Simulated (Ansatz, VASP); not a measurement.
## Au in VASP and in Ansatz

INCAR

```
  PREC = Accurate
  ENCUT = 520
  EDIFF = 1E-6
  ISMEAR = -1
  SIGMA = 0.03
  LREAL = False
  LASPH = True
  NELM = 60
  ALGO = Normal
  ISIF = 2
  LWAVE = False
  LCHARG = True
  GGA = PS
  LELF = True
  LVHAR = True
  NBANDS = 18
```

The input KPOINTS:

```
regular mesh
0
Gamma
  14 14 8
```

POSCAR

```
Au
1.0
    2.9869983627      0.0000000000      0.0000000000
   -1.4934991814      2.5868164632      0.0000000000
    0.0000000000      0.0000000000      4.8800000000
Au
2
Direct
    0.3333333333      0.6666666667      0.7500000000
    0.6666666667      0.3333333333      0.2500000000
```

Input for Ansatz:

```yaml
crystal:
  lattice:
    - [2.9869983627, 0.0, 0.0]
    - [-1.4934991814, 2.5868164632, 0.0]
    - [0.0, 0.0, 4.88]
  atoms:
    - { symbol: Au, position: [0.3333333333, 0.6666666667, 0.75] }
    - { symbol: Au, position: [0.6666666667, 0.3333333333, 0.25] }
kpoints:
  mp_grid: { grid: [14, 14, 8] }
  band_path:
    path:
      - [0.0, 0.0, 0.0]
      - [0.5, 0.0, 0.0]
      - [0.3333333333, 0.3333333333, 0.0]
      - [0.0, 0.0, 0.0]
      - [0.0, 0.0, 0.5]
      - [0.5, 0.0, 0.5]
      - [0.3333333333, 0.3333333333, 0.5]
      - [0.0, 0.0, 0.5]
      - [0.5, 0.0, 0.5]
    npoints: 5
scf:
  occupations: { method: fermi_dirac, width: 0.03 }
hamiltonian:
  xc: pbesol
  pseudopotentials: { kind: all_electron, lapw: { basis_error: 0.0005 } }
output:
  forces: true
  stress: true
  eigenvalues: true
```

Change from the starting cell: equal xx and yy strain of +3 %.

Alike in both runs: task single point; functional PBEsol; k mesh 14 × 14 × 8; occupations fermi-dirac, width 0.03 eV; no spin polarisation.

```csv
,VASP,Ansatz
version,VASP 6.6.1,Ansatz 0.2.0
potentials or method,"VASP PAW PBE potentials, release 64 (Au), cutoff 520 eV","all-electron LAPW, scalar-relativistic"
```

|  | VASP | Ansatz | Ansatz less VASP |
| --- | --- | --- | --- |
| pressure (GPa) | -13.0 | -12.9 | +0.17 |
| traceless stress, the component that is largest in VASP (GPa) | 0.52 | 0.54 | +0.019 |

VASP's potentials were made for PBE, not for PBEsol. Ansatz ran all-electron here, and VASP with PAW potentials.

Neither program's run includes spin-orbit coupling.
